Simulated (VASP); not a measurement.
Set up this calculation in VASP 6.6.1, as the native input.

```
Task                   : single point
Functional             : PBE
Potentials or basis    : VASP PAW PBE potentials, release 64 (Se)
Cutoff                 : 520 eV
k mesh                 : 15 × 15 × 6
Occupations            : gaussian, width 0.1 eV
Spin                   : no spin polarisation
Dipole correction      : no
Further INCAR settings : ALGO = Normal; EDIFF = 1e-06; NBANDS = 20
```

The structure of Se lies in POSCAR:

```
Se
1.0
    3.7852047989      0.0000000000      0.0000000000
   -1.8926023995      3.2780835144      0.0000000000
    0.0000000000      0.0000000000      7.3029966683
Se
4
Direct
    0.0000000000      0.0000000000      0.0000000000
    0.0000000000      0.0000000000      0.5000000000
    0.3333333333      0.6666666667      0.7500000000
    0.6666666667      0.3333333333      0.2500000000
```

One way to write it, as run:

INCAR

```
SYSTEM = Se
  ALGO = Normal
  EDIFF = 1E-6
  ENCUT = 520
  GGA = PE
  ISIF = 2
  ISMEAR = 0
  LASPH = .True.
  LCHARG = .False.
  LREAL = .False.
  LWAVE = .False.
  NBANDS = 20
  NELM = 100
  PREC = Accurate
  SIGMA = 0.1
```

KPOINTS

```
k-points
0
Gamma
  15 15 6
  0 0 0
```

Potentials or basis: VASP PAW PBE potentials, release 64 (Se).

Command:

```console
$ cat potpaw_PBE.64/Se/POTCAR > POTCAR
$ mpirun -np 1 vasp_std > vasp.out
```

It gave:

| Item | Value |
| --- | --- |
| Pressure | 0.0 GPa |
| Band gap on the k mesh | zero (band 12 reaches 5.18 eV, above the bottom of band 13 at 3.13 eV) |

Wall time 78 s on 1 thread of Intel(R) Xeon(R) Platinum 8488C (Sapphire Rapids), on a shared host, peak memory 0.28 GiB.
